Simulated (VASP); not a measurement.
# Sr (Im-3m) in VASP: a series of runs

Sr is run at these levels: PBEsol; tasks: single point, relaxation of cell and atoms.

Program: VASP 6.6.1. These are calculated values, not measurements. Logs are shortened: lines on timing, memory, paths and dates and some standing lists are left out, and cuts for length are marked.

### 1 The cell of the first run

It takes space group Im-3m (No. 229, cubic). The conventional cell has a = 4.674 Å, b = 4.674 Å, c = 4.674 Å, α = 90.00°, β = 90.00°, γ = 90.00°. Within 5.3 Å of Sr (site symmetry m-3m) lie 14 Sr at 4.05 to 4.67 Å.

### 2 Single point, PBEsol

Input file INCAR:

```
SYSTEM = Sr
PREC = Accurate ; ENCUT = 520
EDIFF = 1E-6 ; ISMEAR = 0
SIGMA = 0.1 ; LREAL = .False.
LASPH = .True. ; NELM = 100
ALGO = Normal ; ISIF = 2
LWAVE = .False. ; LCHARG = .False.
GGA = PS ; NBANDS = 11
```

Input file KPOINTS:

```
regular mesh
0
Gamma
  12 12 12
  0 0 0
```

Input file POSCAR:

```
Sr
1.0
   -2.3368660446      2.3368660446      2.3368660446
    2.3368660446     -2.3368660446      2.3368660446
    2.3368660446      2.3368660446     -2.3368660446
Sr
1
Direct
    0.0000000000      0.0000000000      0.0000000000
```

Potentials or basis: VASP PAW PBE potentials, release 64 (Sr_sv).

Run with:

```sh
$ cat potpaw_PBE.64/Sr_sv/POTCAR > POTCAR
$ mpirun -np 1 vasp_std > vasp.out
```

OUTCAR:

```text
SYSTEM = Sr
   PREC = Accurate
   ENCUT = 520
   EDIFF = 1E-6
   ISMEAR = 0
   LREAL = .False.
   LASPH = .True.
   NELM = 100
   ISIF = 2
   GGA = PS

 ion  position               nearest neighbor table
   1  0.000  0.000  0.000-

  LATTYP: Found a body centered cubic cell.
 ALAT       =     4.6737320892

  Lattice vectors:

 A1 = (  -2.3368660446,   2.3368660446,   2.3368660446)
 A2 = (   2.3368660446,  -2.3368660446,   2.3368660446)
 A3 = (   2.3368660446,   2.3368660446,  -2.3368660446)

Analysis of symmetry for initial positions (statically):
=====================================================================
 Subroutine PRICEL returns:
 Original cell was already a primitive cell.

 Routine SETGRP: Setting up the symmetry group for a
 body centered cubic supercell.

 Subroutine GETGRP returns: Found 48 space group operations
 (whereof 48 operations were pure point group operations)
 out of a pool of 48 trial point group operations.

The static configuration has the point symmetry O_h .

Analysis of symmetry for dynamics (positions and initial velocities):
=====================================================================
 Subroutine PRICEL returns:
 Original cell was already a primitive cell.

 Routine SETGRP: Setting up the symmetry group for a
 body centered cubic supercell.

 Subroutine GETGRP returns: Found 48 space group operations
 (whereof 48 operations were pure point group operations)
 out of a pool of 48 trial point group operations.

The dynamic configuration has the point symmetry O_h .

 Subroutine INISYM returns: Found 48 space group operations
 (whereof 48 operations are pure point group operations),
 and found     1 'primitive' translations

----------------------------------------------------------------------------------------

                                     Primitive cell

  volume of cell :      51.0460

  direct lattice vectors                    reciprocal lattice vectors
    -2.336866045  2.336866045  2.336866045     0.000000000  0.213961772  0.213961772
     2.336866045 -2.336866045  2.336866045     0.213961772  0.000000000  0.213961772
     2.336866045  2.336866045 -2.336866045     0.213961772  0.213961772  0.000000000

  length of vectors
     4.047570720  4.047570720  4.047570720     0.302587640  0.302587640  0.302587640

  position of ions in fractional coordinates (direct lattice)
     0.000000000  0.000000000  0.000000000

  ion indices of the primitive-cell ions
   primitive index   ion index
                 1           1

----------------------------------------------------------------------------------------

 KPOINTS: regular mesh

Automatic generation of k-mesh.
 Grid dimensions read from file:
 generate k-points for:   12   12   12

 Generating k-lattice:

  Cartesian coordinates                     Fractional coordinates (reciprocal lattice)
     0.000000000  0.017830148  0.017830148     0.083333333  0.000000000  0.000000000
     0.017830148  0.000000000  0.017830148     0.000000000  0.083333333  0.000000000
     0.017830148  0.017830148  0.000000000     0.000000000  0.000000000  0.083333333

  Length of vectors
     0.025215637  0.025215637  0.025215637

  Shift w.r.t. Gamma in fractional coordinates (k-lattice)
     0.000000000  0.000000000  0.000000000

 Subroutine IBZKPT returns following result:
 ===========================================

 Found     72 irreducible k-points:

 Following reciprocal coordinates:
            Coordinates               Weight
  0.000000  0.000000  0.000000      1.000000
  0.083333  0.000000  0.000000     12.000000
  0.166667  0.000000  0.000000     12.000000
  0.250000  0.000000  0.000000     12.000000
  0.333333  0.000000  0.000000     12.000000
  0.416667  0.000000  0.000000     12.000000
[... 16 lines left out ...]
  0.333333  0.083333  0.083333     24.000000
  0.416667  0.083333  0.083333     12.000000
 [... further k-points ...]
   k-points           NKPTS =     72   k-points in BZ     NKDIM =     72   number of bands    NBANDS=     11
   number of dos      NEDOS =    301   number of ions     NIONS =      1
   total plane-waves  NPLWV =  27000
   dimension x,y,z NGX =    30 NGY =   30 NGZ =   30
   dimension x,y,z NGXF=    60 NGYF=   60 NGZF=   60
   ions per type =               1
   NGX,Y,Z   is equivalent  to a cutoff of  12.32, 12.32, 12.32 a.u.
   NGXF,Y,Z  is equivalent  to a cutoff of  24.64, 24.64, 24.64 a.u.
 SYSTEM =  Sr
   PREC   = accura    normal or accurate (medium, high low for compatibility)
   ISTART =      0    job   : 0-new  1-cont  2-samecut
   ICHARG =      2    charge: 1-file 2-atom 10-const
   ISPIN  =      1    spin polarized calculation?
   LNONCOLLINEAR =      F non collinear calculations
   LSORBIT =      F    spin-orbit coupling
   LASPH  =      T    aspherical Exc in radial PAW
   ENCUT  =  520.0 eV  38.22 Ry    6.18 a.u.   7.53  7.53  7.53*2*pi/ulx,y,z
   NELM   =    100;   NELMIN=  2; NELMDL= -5     # of ELM steps
   EDIFF  = 0.1E-05   stopping-criterion for ELM
   LREAL  =      F    real-space projection
   EDIFFG = 0.1E-04   stopping-criterion for IOM
   NSW    =      0    number of steps for IOM
   IBRION =     -1    ionic relax: 0-MD 1-quasi-New 2-CG
   NFREE  =      0    steps in history (QN), initial steepest desc. (CG)
   ISIF   =      2    stress and relaxation
   ISYM   =      2    0-nonsym 1-usesym 2-fastsym
   POTIM  = 0.5000    time-step for ionic-motion
   TEBEG  =    0.0;   TEEND  =   0.0 temperature during run
   PSTRESS=    0.0 pullay stress
   NELECT =      10.0000    total number of electrons
   NUPDOWN=      -1.0000    fix difference up-down
   EMIN   =  10.00;   EMAX   =-10.00  energy-range for DOS
   EFERMI =   0.00;   METHOD = LEGACY
   ISMEAR =     0;   SIGMA  =   0.10  broadening in eV -4-tet -1-fermi 0-gaus
   EFERMI_NEDOS =   21; number of points for ismear=-14 and -15
   IALGO  =     38    algorithm
   IMIX   =      4    mixing-type and parameters
     AMIX     =   0.40;   BMIX     =  1.00
     AMIX_MAG =   1.60;   BMIX_MAG =  1.00
  volume/ion in A,a.u.               =      51.05       344.48
  Fermi-wavevector in a.u.,A,eV,Ry     =   0.950797  1.796745 12.299863  0.904014
  Thomas-Fermi vector in A             =   2.079207
   LORBIT       =      0    0 simple, 1 ext, 2 COOP (PROOUT), +10 PAW based schemes
   GGA     = PS    functional components
   LHFCALC =     F    Hartree Fock is set to
   AEXX    =    0.0000 exact exchange contribution
   IVDW    =     0    specifies the selected vdW correction
   LEPSILON=     F    determine dielectric tensor
   LRPA    =     F    only Hartree local field effects (RPA)
 non-spin polarized calculation
 Gauss-broadening in eV      SIGMA  =   0.10
  energy-cutoff  :      520.00
  volume of cell :       51.05
 maximum number of plane-waves:      1409
   NGX = 15   NGY = 15   NGZ = 15

 number of electron      10.0000000 magnetization

 Free energy of the ion-electron system (eV)
  ---------------------------------------------------
  ext. energy  EPLUGINS =         0.00000000
  ---------------------------------------------------
  free energy    TOTEN  =        -1.83966755 eV

  energy without entropy =       -1.83430201  energy(sigma->0) =       -1.83698478

 E-fermi :   1.7476     XC(G=0):  -7.6642

 val. band max:        1.7125916903   @ k =   0.3333   0.2500   0.0833
 cond. band min:       1.7552405654   @ k =  -0.4167  -0.4167   0.2500
 fundamental gap:      0.0426488752
 Fermi energy:         1.7476453397

 k-point     1 :       0.0000    0.0000    0.0000
  band No.  band energies     occupation
      1     -34.6342      2.00000
      2     -16.5177      2.00000
      3     -16.5177      2.00000
      4     -16.5177      2.00000
      5      -2.0135      2.00000
      6       4.2010      0.00000
      7       4.2010      0.00000
      8       4.2010      0.00000
      9       5.6336      0.00000
     10       5.6336      0.00000
     11      10.1219      0.00000

 k-point     2 :       0.0833    0.0000    0.0000
  band No.  band energies     occupation
      1     -34.6327      2.00000
      2     -16.5359      2.00000
      3     -16.5235      2.00000
      4     -16.5177      2.00000
      5      -1.8858      2.00000
      6       4.0861      0.00000
      7       4.1215      0.00000
      8       4.3264      0.00000
      9       5.4619      0.00000
     10       5.6257      0.00000
     11      10.2600      0.00000

 k-point     3 :       0.1667    0.0000    0.0000
  band No.  band energies     occupation
      1     -34.6287      2.00000
      2     -16.5851      2.00000
      3     -16.5394      2.00000
      4     -16.5178      2.00000
      5      -1.5167      2.00000
      6       3.7811      0.00000
      7       3.8061      0.00000
      8       4.6971      0.00000
      9       5.2969      0.00000
     10       5.6285      0.00000
     11      10.4406      0.00000

 k-point     4 :       0.2500    0.0000    0.0000
  band No.  band energies     occupation
      1     -34.6232      2.00000
      2     -16.6510      2.00000
      3     -16.5609      2.00000
      4     -16.5180      2.00000
      5      -0.9495      2.00000
      6       3.2302      0.00000
      7       3.4813      0.00000
      8       5.2962      0.00000
      9       5.3712      0.00000
     10       5.6925      0.00000
     11       9.9894      0.00000
[... 239 lines left out ...]
 k-point    22 :       0.2500    0.0833    0.0833
  band No.  band energies     occupation
      1     -34.6168      2.00000
      2     -16.7177      2.00000
      3     -16.5829      2.00000
      4     -16.5337      2.00000
      5      -0.0446      2.00000
      6       2.6265      0.00000
      7       2.9656      0.00000
      8       5.6373      0.00000
      9       5.9403      0.00000
     10       6.3443      0.00000
     11       8.7370      0.00000

 k-point    23 :       0.3333    0.0833    0.0833
  band No.  band energies     occupation
      1     -34.6132      2.00000
      2     -16.7496      2.00000
      3     -16.6056      2.00000
      4     -16.5348      2.00000
      5       0.6199      2.00000
      6       2.2521      0.00000
      7       2.8095      0.00000
      8       5.6459      0.00000
      9       6.1171      0.00000
     10       7.0180      0.00000
     11       7.9375      0.00000

 k-point    24 :       0.4167    0.0833    0.0833
  band No.  band energies     occupation
      1     -34.6119      2.00000
      2     -16.7609      2.00000
      3     -16.6143      2.00000
      4     -16.5352      2.00000
      5       0.9519      2.00000
      6       2.0675      0.00001
      7       2.7568      0.00000
      8       5.5802      0.00000
      9       6.2004      0.00000
     10       7.3434      0.00000
     11       7.7192      0.00000

 [... further k-points ...]
[... 5 lines left out ...]
  --------------------------------------------------------------------------------------
  -------------------------------------------------------------------------------------
  Total       -0.0056805     -0.0056805     -0.0056805      0.0000000      0.0000000     -0.0000000
  in kB       -0.1782931     -0.1782931     -0.1782931      0.0000000      0.0000000     -0.0000000
  external PRESSURE =      -0.1782931 kB  Pullay stress =       0.0000000 kB

 VOLUME and BASIS-vectors are now :
 -----------------------------------------------------------------------------
  energy-cutoff  :      520.00
  volume of cell :       51.05
      direct lattice vectors                 reciprocal lattice vectors
    -2.336866045  2.336866045  2.336866045     0.000000000  0.213961772  0.213961772
     2.336866045 -2.336866045  2.336866045     0.213961772  0.000000000  0.213961772
     2.336866045  2.336866045 -2.336866045     0.213961772  0.213961772  0.000000000

 POSITION                                       TOTAL-FORCE (eV/Angst)
 -----------------------------------------------------------------------------------
      0.00000      0.00000      0.00000         0.000000     -0.000000     -0.000000
 -----------------------------------------------------------------------------------
    total drift:                               -0.000000     -0.000000      0.000000

  FREE ENERGIE OF THE ION-ELECTRON SYSTEM (eV)
  ---------------------------------------------------
  free  energy   TOTEN  =        -1.8396675498 eV

  energy  without entropy=       -1.8343020116  energy(sigma->0) =       -1.83698478
```

Wall time 25 s (1 thread of Intel Xeon Platinum 8375C at 2.90GHz (Ice Lake), shared host); peak memory 0.19 GiB.

What came out:

* Free energy: -1.8397 eV
* Pressure: 0.0 GPa
* Band gap on the k mesh: zero (band 5 reaches 2.12 eV, above the bottom of band 6 at 1.52 eV)

Caveat: the PAW data sets were made with another functional, which shifts forces and pressure a little.

### 3 Single point, PBEsol

Input file INCAR:

```
PREC = Accurate
ENCUT = 520
EDIFF = 1E-7
ISMEAR = 0
SIGMA = 0.1
LREAL = F
LASPH = T
NELM = 100
ALGO = Normal
ISIF = 2
LWAVE = F
LCHARG = F
GGA = PS
NBANDS = 11
```

Input file KPOINTS:

```
regular mesh
0
Gamma
  12 12 12
```

POSCAR is that of step 2.

Potentials or basis: VASP PAW PBE potentials, release 64 (Sr_sv).

Run with:

```sh
$ cat potpaw_PBE.64/Sr_sv/POTCAR > POTCAR
$ mpirun -np 1 vasp_std > vasp.out
```

Wall time 28 s (1 thread of Intel Xeon Platinum 8375C at 2.90GHz (Ice Lake), shared host); peak memory 0.19 GiB.

It converged, with:

```
Free energy            : -1.8397 eV
Pressure               : 0.0 GPa
Band gap on the k mesh : zero (band 5 reaches 2.12 eV, above the bottom of band 6 at 1.52 eV)
```

Levels at points of the mesh, in eV from the Fermi level:
| k point | band 2 | band 3 | band 4 | band 5 | band 6 | band 7 | band 8 | band 9 |
| --- | --- | --- | --- | --- | --- | --- | --- | --- |
| (0.00, 0.00, 0.00) | -18.27 | -18.27 | -18.27 | -3.76 | 2.45 | 2.45 | 2.45 | 3.89 |
| (0.50, 0.00, 0.00) | -18.53 | -18.35 | -18.27 | -1.06 | 0.35 | 1.21 | 3.72 | 4.43 |
| (0.50, 0.50, 0.50) | -18.45 | -18.45 | -18.45 | -0.23 | -0.23 | 3.92 | 3.92 | 3.92 |

Caveat: the PAW data sets were made with another functional, which shifts forces and pressure a little.

### 4 Single point, PBEsol (volume scaled by 1.03)

Input file INCAR:

```
PREC = Accurate
ENCUT = 520
EDIFF = 1E-7
ISMEAR = 0
SIGMA = 0.1
LREAL = False
LASPH = True
NELM = 100
ALGO = Fast
ISIF = 2
LWAVE = False
LCHARG = False
GGA = PS
NBANDS = 11
```

KPOINTS is that of step 3.

Input file POSCAR:

```
Sr
1.0
   -2.3600048370      2.3600048370      2.3600048370
    2.3600048370     -2.3600048370      2.3600048370
    2.3600048370      2.3600048370     -2.3600048370
Sr
1
Direct
    0.0000000000      0.0000000000      0.0000000000
```

Run with:

```sh
$ cat potpaw_PBE.64/Sr_sv/POTCAR > POTCAR
$ mpirun -np 1 vasp_std > vasp.out
```

Run time: 39 s. Hardware: 1 thread of Intel Xeon Platinum 8375C at 2.90GHz (Ice Lake), shared host; peak memory 0.19 GiB.

Results (log left out):

```yaml
Free_energy: -1.8378 eV
Pressure: -0.4 GPa
Band_gap_on_the_k_mesh: zero (band 5 reaches 2.01 eV, above the bottom of band 6 at 1.46 eV)
```

Levels at points of the mesh, in eV from the Fermi level:
```
           k point  band 3  band 4  band 5  band 6  band 7  band 8
(0.00, 0.00, 0.00)  -18.34  -18.34   -3.73    2.41    2.41    2.41
(0.50, 0.00, 0.00)  -18.42  -18.34   -1.05    0.29    1.20    3.62
(0.50, 0.50, 0.50)  -18.51  -18.51   -0.20   -0.20    3.78    3.78
```

Caveat: the cell differs from its parent crystal (volume scaled by 1.03); the PAW data sets were made with another functional, which shifts forces and pressure a little.

### 5 Single point, PBEsol (volume scaled by 1.06)

Input file INCAR:

```
SYSTEM = Sr
  PREC = Accurate
  ENCUT = 520
  EDIFF = 1E-6
  ISMEAR = 0
  SIGMA = 0.1
  LREAL = .False.
  LASPH = .True.
  NELM = 80
  ALGO = Normal
  ISIF = 2
  LWAVE = .False.
  LCHARG = .False.
  GGA = PS
  NBANDS = 11
```

Input file KPOINTS:

```
Automatic mesh
0
Gamma
  12 12 12
  0 0 0
```

Input file POSCAR:

```
Sr
1.0
   -2.3826985834      2.3826985834      2.3826985834
    2.3826985834     -2.3826985834      2.3826985834
    2.3826985834      2.3826985834     -2.3826985834
Sr
1
Direct
    0.0000000000      0.0000000000      0.0000000000
```

Run with:

```sh
$ cat potpaw_PBE.64/Sr_sv/POTCAR > POTCAR
$ mpirun -np 1 vasp_std > vasp.out
```

Wall time 20 s (1 thread of Intel Xeon Platinum 8375C at 2.90GHz (Ice Lake), shared host); peak memory 0.19 GiB.

It converged, with:

* Free energy: -1.8328 eV
* Pressure: -0.7 GPa
* Band gap on the k mesh: zero (band 5 reaches 1.90 eV, above the bottom of band 6 at 1.40 eV)

Levels at points of the mesh, in eV from the Fermi level:
| k point | band 1 | band 2 | band 3 | band 4 | band 5 | band 6 | band 7 | band 8 | band 9 | band 10 |
| --- | --- | --- | --- | --- | --- | --- | --- | --- | --- | --- |
| (0.00, 0.00, 0.00) | -36.51 | -18.41 | -18.41 | -18.41 | -3.69 | 2.37 | 2.37 | 2.37 | 3.73 | 3.73 |
| (0.50, 0.00, 0.00) | -36.50 | -18.62 | -18.48 | -18.41 | -1.04 | 0.24 | 1.19 | 3.53 | 4.23 | 5.47 |
| (0.50, 0.50, 0.50) | -36.49 | -18.56 | -18.56 | -18.56 | -0.17 | -0.17 | 3.66 | 3.66 | 3.66 | 5.06 |

Caveat: the cell differs from its parent crystal (volume scaled by 1.06); the PAW data sets were made with another functional, which shifts forces and pressure a little.

### 6 Relaxation of cell and atoms, PBEsol

Input file INCAR:

```
  ALGO = Normal
  EDIFF = 1E-6
  EDIFFG = -0.005
  ENCUT = 600
  GGA = PS
  IBRION = 2
  ISIF = 3
  ISMEAR = 0
  LASPH = True
  LCHARG = False
  LREAL = False
  LWAVE = False
  NELM = 80
  NSW = 100
  PREC = Accurate
  SIGMA = 0.1
```

Input file KPOINTS:

```
k-points
0
Gamma
  12 12 12
```

Input file POSCAR:

```
Sr
1.0
   -2.3368660446      2.3368660446      2.3368660446
    2.3368660446     -2.3368660446      2.3368660446
    2.3368660446      2.3368660446     -2.3368660446
Sr
1
Direct
    0.0000000000      0.0000000000      0.0000000000
```

Potentials or basis: VASP PAW PBE potentials, release 64 (Sr_sv).

Run with:

```sh
$ cat potpaw_PBE.64/Sr_sv/POTCAR > POTCAR
$ mpirun -np 1 vasp_std > vasp.out
```

Wall time 28 s (1 thread of Intel Xeon Platinum 8375C at 2.90GHz (Ice Lake), shared host); peak memory 0.21 GiB.

It converged, with:

- Free energy: -1.8395 eV
- Relaxed volume: 51.00 Å³/atom
- Relaxed cell: a = 4.046 Å, b = 4.046 Å, c = 4.046 Å, α = 109.47°, β = 109.47°, γ = 109.47°
- Space group after relaxing (to 0.05 Å): Im-3m (No. 229)
- Energy gained by relaxing: 0.0 meV/atom
- Ionic steps: 2
- Pressure after relaxing: 0.0 GPa
- Band gap on the k mesh: zero (band 5 reaches 2.12 eV, above the bottom of band 6 at 1.52 eV)

Final structure:
```yaml
crystal:
  lattice:
    - [-2.33609, 2.33609, 2.33609]
    - [2.33609, -2.33609, 2.33609]
    - [2.33609, 2.33609, -2.33609]
  atoms:
    - { symbol: Sr, position: [0.00000, 0.00000, 0.00000] }
```

Levels at points of the mesh, in eV from the Fermi level:
```tsv
k point	band 3	band 4	band 5	band 6	band 7	band 8
(0.00, 0.00, 0.00)	-18.26	-18.26	-3.76	2.45	2.45	2.45
(0.50, 0.00, 0.00)	-18.35	-18.26	-1.06	0.35	1.21	3.72
(0.50, 0.50, 0.50)	-18.45	-18.45	-0.23	-0.23	3.92	3.92
```

Caveat: the PAW data sets were made with another functional, which shifts forces and pressure a little.

### 7 Overview

| task | cell | cutoff (eV) | gap on the mesh (eV) | pressure (GPa) |
| --- | --- | --- | --- | --- |
| single point | a = 4.048 Å, angles 109.5°, 1 atom | 520 | none | 0.0 |
| single point | a = 4.088 Å, angles 109.5°, 1 atom | 520 | none | -0.4 |
| single point | a = 4.127 Å, angles 109.5°, 1 atom | 520 | none | -0.7 |
| relaxation of cell and atoms | relaxed from a = 4.048 Å, angles 109.5°, 1 atom | 600 | none | 0.0 |

Alike in all rows: level PBEsol; potentials or basis VASP PAW PBE potentials, release 64 (Sr_sv); no spin polarisation; k mesh 12 × 12 × 12; smearing gaussian 0.1 eV.

Caveats: the PAW data sets were made with another functional, which shifts forces and pressure a little.

Absolute energies hang on the potentials; compare differences alone.
